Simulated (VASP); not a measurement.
The system is Ba.

```
Ba
1.0
     3.91772    0.00000    0.00000
     0.00000    3.91772    0.00000
     0.00000    0.00000    3.91772
Ba
1
Direct
  0.00000 0.00000 0.00000
```

Base run:

```yaml
Program: VASP 6.6.1
Functional: r2SCAN
Potentials_or_basis: VASP PAW PBE potentials, release 64 (Ba_sv)
Cutoff: 520 eV
k_mesh: 8 × 8 × 8
Occupations: fermi-dirac, width 0.05 eV
Spin: no spin polarisation
```

Its results: band gap on the k mesh zero (band 5 reaches 1.90 eV, above the bottom of band 6 at 1.76 eV); pressure 0.1 GPa.

**Question.** The run is repeated on the same cell with these changes: k mesh from 8 × 8 × 8 to 9 × 9 × 9. What comes out?

**Answer.** Band gap on the k mesh 0.15 eV, direct; pressure 0.1 GPa.

Caveats: the PAW data sets were made with another functional, which shifts forces and pressure a little; spin-orbit coupling is left out, which moves the levels of the heavy elements.

A k mesh can miss the band edges.
